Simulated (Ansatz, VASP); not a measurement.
## Two plane-wave programs on Mg5CdTe6

Contents of INCAR:

```
SYSTEM = Mg5CdTe6
PREC = Accurate
ENCUT = 520
EDIFF = 1E-7
ISMEAR = 0
SIGMA = 0.02
LREAL = .False.
LASPH = .True.
NELM = 80
ALGO = Normal
ISIF = 2
LWAVE = .False.
LCHARG = .True.
GGA = PE
LELF = .True.
LVHAR = .True.
NBANDS = 41
```

File KPOINTS:

```
Automatic mesh
0
Gamma
  6 6 2
  0 0 0
```

File POSCAR:

```
Mg5CdTe6
1.0
    4.6198092374      0.0000000000      0.0000000000
    0.0000000000      4.6198092374      0.0000000000
    0.0000000000      0.0000000000     19.5474588496
Mg Cd Te
5 1 6
Direct
    0.0000000000      0.0000000000      0.8314081049
    0.5000000000      0.5000000000      0.6656837744
    0.0000000000      0.0000000000      0.5000000000
    0.5000000000      0.5000000000      0.3343162256
    0.0000000000      0.0000000000      0.1685918951
    0.5000000000      0.5000000000      0.0000000000
    0.5000000000      0.0000000000      0.5828386218
    0.0000000000      0.5000000000      0.4171613782
    0.5000000000      0.0000000000      0.2514470906
    0.0000000000      0.5000000000      0.0862669618
    0.5000000000      0.0000000000      0.9137330382
    0.0000000000      0.5000000000      0.7485529094
```

Input for Ansatz:

```yaml
crystal:
  lattice:
    - [4.6198092374, 0.0, 0.0]
    - [0.0, 4.6198092374, 0.0]
    - [0.0, 0.0, 19.5474588496]
  atoms:
    - { symbol: Mg, position: [0.0, 0.0, 0.8314081049] }
    - { symbol: Mg, position: [0.5, 0.5, 0.6656837744] }
    - { symbol: Mg, position: [0.0, 0.0, 0.5] }
    - { symbol: Mg, position: [0.5, 0.5, 0.3343162256] }
    - { symbol: Mg, position: [0.0, 0.0, 0.1685918951] }
    - { symbol: Cd, position: [0.5, 0.5, 0.0] }
    - { symbol: Te, position: [0.5, 0.0, 0.5828386218] }
    - { symbol: Te, position: [0.0, 0.5, 0.4171613782] }
    - { symbol: Te, position: [0.5, 0.0, 0.2514470906] }
    - { symbol: Te, position: [0.0, 0.5, 0.0862669618] }
    - { symbol: Te, position: [0.5, 0.0, 0.9137330382] }
    - { symbol: Te, position: [0.0, 0.5, 0.7485529094] }
basis:
  ecutwfc: 420
kpoints:
  mp_grid: { grid: [6, 6, 2] }
  band_path:
    path:
      - [[0.0, 0.0, 0.0], [0.0, 0.5, 0.0], [0.5, 0.5, 0.0], [0.0, 0.0, 0.0], [0.0, 0.0, 0.5], [0.0, 0.5, 0.5], [0.5, 0.5, 0.5], [0.0, 0.0, 0.5]]
      - [[0.0, 0.5, 0.0], [0.0, 0.5, 0.5]]
      - [[0.5, 0.5, 0.0], [0.5, 0.5, 0.5]]
    npoints: 10
hamiltonian:
  xc: pbe
scf:
  occupations: { method: gaussian, width: 0.02 }
  n_extra_bands: 30
output:
  forces: true
  stress: true
  eigenvalues: true
  populations: true
  dos: { projected: true, de: 0.02, nscf_kmesh: { grid: [9, 9, 3] } }
  bader: false
  write_density: true
  write_potential: true
  elf: true
  volumetric_format: npy
```

Alike in both runs: task single point; functional PBE; k mesh 6 × 6 × 2; occupations gaussian, width 0.02 eV; no spin polarisation.

|  | VASP | Ansatz |
| --- | --- | --- |
| version | VASP 6.6.1 | Ansatz 0.2.0 |
| potentials or method | VASP PAW PBE potentials, release 64 (Mg, Cd, Te), cutoff 520 eV | scalar-relativistic, plane waves, PAW |
| valence electrons in the cell | 58 | 166 |

|  | VASP | Ansatz | Ansatz less VASP |
| --- | --- | --- | --- |
| gap on the k mesh at the Fermi level (eV) | 1.89 | 1.90 | +0.007 |
| least direct gap on the mesh (eV) | 1.89 | 1.90 | +0.007 |
| pressure (GPa) | 0.0 | 0.0 | 0.00 |
| rms of the force components (eV/Å) | 0.004 | 0.000 | -0.0040 |

Atom by atom the forces differ by 0.004 eV/Å (rms over components). VASP's potentials hold 58 valence electrons a cell and Ansatz's 166, so a difference there can come from the potentials and not from the codes.

Spin-orbit coupling is off throughout.
